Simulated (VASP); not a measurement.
# C (Fddd) in VASP: notebook

C is run at these levels: PBE; tasks: single point.

All numbers are computed with VASP 6.6.1; they aren't measurements. Logs are shortened: lines on timing, memory, paths and dates and some standing lists are left out, and cuts for length are marked.

### 1 The cell of the first run

It takes space group Fddd (No. 70, orthorhombic). The conventional cell has a = 2.973 Å, b = 3.697 Å, c = 4.045 Å, α = 90.00°, β = 90.00°, γ = 90.00°. C (site symmetry 222) has 4 C at 1.56 Å within 2.1 Å.

### 2 Single point, PBE

INCAR

```
SYSTEM = C
PREC = Accurate
ENCUT = 520
EDIFF = 1E-6
ISMEAR = 0
SIGMA = 0.05
LREAL = .FALSE.
LASPH = .TRUE.
NELM = 100
ALGO = Normal
ISIF = 2
LWAVE = .FALSE.
LCHARG = .FALSE.
GGA = PE
NBANDS = 11
```

KPOINTS

```
regular mesh
0
G
  12 12 12
  0 0 0
```

POSCAR

```
C
1.0
    0.0000000000      2.0224671890      1.8483474972
    1.4867142913      0.0000000000      1.8483474972
    1.4867142913      2.0224671890      0.0000000000
C
2
Direct
    0.5000000000      0.5000000000      0.5000000000
    0.7500000000      0.7500000000      0.7500000000
```

Potentials or basis: VASP PAW PBE potentials, release 64 (C).

Command:

```bash
$ cat potpaw_PBE.64/C/POTCAR > POTCAR
$ mpirun -np 1 vasp_std > vasp.out
```

OUTCAR:

```text
SYSTEM = C
   PREC = Accurate
   ENCUT = 520
   EDIFF = 1E-6
   ISMEAR = 0
   LREAL = .FALSE.
   LASPH = .TRUE.
   NELM = 100
   ISIF = 2
   GGA = PE

 ion  position               nearest neighbor table
   1  0.500  0.500  0.500-   2 1.56   2 1.56   2 1.56   2 1.56
   2  0.750  0.750  0.750-   1 1.56   1 1.56   1 1.56   1 1.56

  LATTYP: Found a face centered orthorhombic cell.
 ALAT       =     2.9734285826
 B/A-ratio  =     1.2432432432
 C/A-ratio  =     1.3603603603

  Lattice vectors:

 A1 = (   0.0000000000,   2.0224671890,  -1.8483474972)
 A2 = (   1.4867142913,   2.0224671890,   0.0000000000)
 A3 = (   1.4867142913,   0.0000000000,  -1.8483474972)

Analysis of symmetry for initial positions (statically):
=====================================================================
 Subroutine PRICEL returns:
 Original cell was already a primitive cell.

 Routine SETGRP: Setting up the symmetry group for a
 face centered orthorhombic supercell.

 Subroutine GETGRP returns: Found  8 space group operations
 (whereof  4 operations were pure point group operations)
 out of a pool of  8 trial point group operations.

The static configuration has the point symmetry D_2 .
 The point group associated with its full space group is D_2h.

Analysis of symmetry for dynamics (positions and initial velocities):
=====================================================================
 Subroutine PRICEL returns:
 Original cell was already a primitive cell.

 Routine SETGRP: Setting up the symmetry group for a
 face centered orthorhombic supercell.

 Subroutine GETGRP returns: Found  8 space group operations
 (whereof  4 operations were pure point group operations)
 out of a pool of  8 trial point group operations.

The dynamic configuration has the point symmetry D_2 .
 The point group associated with its full space group is D_2h.

 Subroutine INISYM returns: Found  8 space group operations
 (whereof  4 operations are pure point group operations),
 and found     1 'primitive' translations

----------------------------------------------------------------------------------------

                                     Primitive cell

  volume of cell :      11.1153

  direct lattice vectors                    reciprocal lattice vectors
     0.000000000  2.022467189  1.848347497    -0.336312096  0.247222799  0.270511904
     1.486714291  0.000000000  1.848347497     0.336312096 -0.247222799  0.270511904
     1.486714291  2.022467189  0.000000000     0.336312096  0.247222799 -0.270511904

  length of vectors
     2.739847076  2.372068265  2.510118108     0.497394842  0.497394842  0.497394842

  position of ions in fractional coordinates (direct lattice)
     0.500000000  0.500000000  0.500000000
     0.750000000  0.750000000  0.750000000

  ion indices of the primitive-cell ions
   primitive index   ion index
                 1           1
                 2           2

----------------------------------------------------------------------------------------

 KPOINTS: regular mesh

Automatic generation of k-mesh.
 Grid dimensions read from file:
 generate k-points for:   12   12   12

 Generating k-lattice:

  Cartesian coordinates                     Fractional coordinates (reciprocal lattice)
    -0.028026008  0.020601900  0.022542659     0.083333333  0.000000000  0.000000000
     0.028026008 -0.020601900  0.022542659     0.000000000  0.083333333  0.000000000
     0.028026008  0.020601900 -0.022542659    -0.000000000 -0.000000000  0.083333333

  Length of vectors
     0.041449570  0.041449570  0.041449570

  Shift w.r.t. Gamma in fractional coordinates (k-lattice)
     0.000000000  0.000000000  0.000000000

 Subroutine IBZKPT returns following result:
 ===========================================

 Found    280 irreducible k-points:

 Following reciprocal coordinates:
            Coordinates               Weight
  0.000000  0.000000  0.000000      1.000000
  0.083333  0.000000  0.000000      8.000000
  0.166667  0.000000  0.000000      8.000000
  0.250000 -0.000000 -0.000000      8.000000
  0.333333 -0.000000 -0.000000      8.000000
  0.416667  0.000000  0.000000      8.000000
[... 16 lines left out ...]
  0.500000  0.166667 -0.000000      8.000000
 -0.416667  0.166667  0.000000      8.000000
 [... further k-points ...]
   k-points           NKPTS =    280   k-points in BZ     NKDIM =    280   number of bands    NBANDS=     11
   number of dos      NEDOS =    301   number of ions     NIONS =      2
   total plane-waves  NPLWV =   7200
   dimension x,y,z NGX =    20 NGY =   18 NGZ =   20
   dimension x,y,z NGXF=    40 NGYF=   36 NGZF=   40
   ions per type =               2
   NGX,Y,Z   is equivalent  to a cutoff of  12.14, 12.62, 13.25 a.u.
   NGXF,Y,Z  is equivalent  to a cutoff of  24.27, 25.23, 26.49 a.u.
 SYSTEM =  C
   PREC   = accura    normal or accurate (medium, high low for compatibility)
   ISTART =      0    job   : 0-new  1-cont  2-samecut
   ICHARG =      2    charge: 1-file 2-atom 10-const
   ISPIN  =      1    spin polarized calculation?
   LNONCOLLINEAR =      F non collinear calculations
   LSORBIT =      F    spin-orbit coupling
   LASPH  =      T    aspherical Exc in radial PAW
   ENCUT  =  520.0 eV  38.22 Ry    6.18 a.u.   5.09  4.41  4.67*2*pi/ulx,y,z
   NELM   =    100;   NELMIN=  2; NELMDL= -5     # of ELM steps
   EDIFF  = 0.1E-05   stopping-criterion for ELM
   LREAL  =      F    real-space projection
   EDIFFG = 0.1E-04   stopping-criterion for IOM
   NSW    =      0    number of steps for IOM
   IBRION =     -1    ionic relax: 0-MD 1-quasi-New 2-CG
   NFREE  =      0    steps in history (QN), initial steepest desc. (CG)
   ISIF   =      2    stress and relaxation
   ISYM   =      2    0-nonsym 1-usesym 2-fastsym
   POTIM  = 0.5000    time-step for ionic-motion
   TEBEG  =    0.0;   TEEND  =   0.0 temperature during run
   PSTRESS=    0.0 pullay stress
   NELECT =       8.0000    total number of electrons
   NUPDOWN=      -1.0000    fix difference up-down
   EMIN   =  10.00;   EMAX   =-10.00  energy-range for DOS
   EFERMI =   0.00;   METHOD = LEGACY
   ISMEAR =     0;   SIGMA  =   0.05  broadening in eV -4-tet -1-fermi 0-gaus
   EFERMI_NEDOS =   21; number of points for ismear=-14 and -15
   IALGO  =     38    algorithm
   IMIX   =      4    mixing-type and parameters
     AMIX     =   0.40;   BMIX     =  1.00
     AMIX_MAG =   1.60;   BMIX_MAG =  1.00
  volume/ion in A,a.u.               =       5.56        37.50
  Fermi-wavevector in a.u.,A,eV,Ry     =   1.467114  2.772444 29.285512  2.152424
  Thomas-Fermi vector in A             =   2.582771
   LORBIT       =      0    0 simple, 1 ext, 2 COOP (PROOUT), +10 PAW based schemes
   GGA     = PE    functional components
   LHFCALC =     F    Hartree Fock is set to
   AEXX    =    0.0000 exact exchange contribution
   IVDW    =     0    specifies the selected vdW correction
   LEPSILON=     F    determine dielectric tensor
   LRPA    =     F    only Hartree local field effects (RPA)
 non-spin polarized calculation
 Gauss-broadening in eV      SIGMA  =   0.05
  energy-cutoff  :      520.00
  volume of cell :       11.12
 maximum number of plane-waves:       310
   NGX = 11   NGY =  9   NGZ =  9

 number of electron       8.0000000 magnetization

 Free energy of the ion-electron system (eV)
  ---------------------------------------------------
  ext. energy  EPLUGINS =         0.00000000
  ---------------------------------------------------
  free energy    TOTEN  =       -16.75185373 eV

  energy without entropy =      -16.75177726  energy(sigma->0) =      -16.75181550

 E-fermi :  11.0599     XC(G=0): -13.4634

 val. band max:       11.0204600986   @ k =  -0.0833   0.4167   0.4167
 cond. band min:      11.1364142548   @ k =  -0.0833   0.4167   0.3333
 fundamental gap:      0.1159541563
 Fermi energy:        11.0598546056

 k-point     1 :       0.0000    0.0000    0.0000
  band No.  band energies     occupation
      1     -11.6309      2.00000
      2       7.9511      2.00000
      3      10.1532      2.00000
      4      12.2480      0.00000
      5      14.3802      0.00000
      6      17.0171      0.00000
      7      18.1130      0.00000
      8      22.4627      0.00000
      9      30.2011      0.00000
     10      30.4825      0.00000
     11      32.8526      0.00000

 k-point     2 :       0.0833    0.0000    0.0000
  band No.  band energies     occupation
      1     -11.4270      2.00000
      2       7.5215      2.00000
      3       9.5086      2.00000
      4      11.6331      0.00000
      5      14.5192      0.00000
      6      17.2929      0.00000
      7      18.6900      0.00000
      8      22.6707      0.00000
      9      29.7125      0.00000
     10      30.8104      0.00000
     11      33.4837      0.00000

 k-point     3 :       0.1667    0.0000    0.0000
  band No.  band energies     occupation
      1     -10.8175      2.00000
      2       6.1297      2.00000
      3       8.0226      2.00000
      4      10.7478      2.00000
      5      14.7126      0.00000
      6      17.7195      0.00000
      7      19.7787      0.00000
      8      23.3626      0.00000
      9      29.6385      0.00000
     10      31.4083      0.00000
     11      32.8520      0.00000

 k-point     4 :       0.2500   -0.0000   -0.0000
  band No.  band energies     occupation
      1      -9.8106      2.00000
      2       3.7236      2.00000
      3       6.7981      2.00000
      4      10.0771      2.00000
      5      14.7222      0.00000
      6      17.9755      0.00000
      7      20.7509      0.00000
      8      24.4658      0.00000
      9      30.0439      0.00000
     10      32.2543      0.00000
     11      33.4728      0.00000
[... 239 lines left out ...]
 k-point    22 :       0.4167    0.1667   -0.0000
  band No.  band energies     occupation
      1      -7.4796      2.00000
      2       0.8913      2.00000
      3       4.6709      2.00000
      4       7.3063      2.00000
      5      16.0693      0.00000
      6      18.3405      0.00000
      7      23.7733      0.00000
      8      24.1203      0.00000
      9      29.9716      0.00000
     10      30.2366      0.00000
     11      37.2271      0.00000

 k-point    23 :       0.5000    0.1667   -0.0000
  band No.  band energies     occupation
      1      -5.7747      2.00000
      2      -1.5159      2.00000
      3       4.0167      2.00000
      4       7.0557      2.00000
      5      15.9427      0.00000
      6      18.7586      0.00000
      7      23.8024      0.00000
      8      25.1918      0.00000
      9      29.9442      0.00000
     10      31.7736      0.00000
     11      38.7849      0.00000

 k-point    24 :      -0.4167    0.1667    0.0000
  band No.  band energies     occupation
      1      -4.8897      2.00000
      2      -2.5621      2.00000
      3       3.6746      2.00000
      4       7.0705      2.00000
      5      15.8774      0.00000
      6      19.0197      0.00000
      7      23.2053      0.00000
      8      25.5177      0.00000
      9      31.0544      0.00000
     10      33.3342      0.00000
     11      38.5682      0.00000

 [... further k-points ...]
[... 5 lines left out ...]
  --------------------------------------------------------------------------------------
  -------------------------------------------------------------------------------------
  Total        9.0629513     -7.6494834      1.1906017      0.0000000      0.0000000      0.0000000
  in kB     1306.3441667  -1102.6052863    171.6146927      0.0000000      0.0000000      0.0000000
  external PRESSURE =     125.1178577 kB  Pullay stress =       0.0000000 kB

 VOLUME and BASIS-vectors are now :
 -----------------------------------------------------------------------------
  energy-cutoff  :      520.00
  volume of cell :       11.12
      direct lattice vectors                 reciprocal lattice vectors
     0.000000000  2.022467189  1.848347497    -0.336312096  0.247222799  0.270511904
     1.486714291  0.000000000  1.848347497     0.336312096 -0.247222799  0.270511904
     1.486714291  2.022467189  0.000000000     0.336312096  0.247222799 -0.270511904

 POSITION                                       TOTAL-FORCE (eV/Angst)
 -----------------------------------------------------------------------------------
      1.48671      2.02247      1.84835         0.000000     -0.000000      0.000000
      2.23007      3.03370      2.77252        -0.000000      0.000000     -0.000000
 -----------------------------------------------------------------------------------
    total drift:                                0.000000     -0.000000      0.000000

  FREE ENERGIE OF THE ION-ELECTRON SYSTEM (eV)
  ---------------------------------------------------
  free  energy   TOTEN  =       -16.7518537304 eV

  energy  without entropy=      -16.7517772612  energy(sigma->0) =      -16.75181550
```

It took 13 s on 1 thread of Intel Xeon Platinum 8559C (Emerald Rapids), shared host; peak memory 0.13 GiB.

What came out:

| Item | Value |
| --- | --- |
| Free energy | -16.7519 eV |
| Pressure | 12.5 GPa |
| Band gap on the k mesh | zero (band 4 reaches 12.25 eV, above the bottom of band 5 at 10.33 eV) |

Caveat: the cell differs from its parent crystal (strain +e along x and -e along y -0.1500, strain +e along z and -e/2 along x and y +0.0350).

(Part 1 of 2 ends here.)
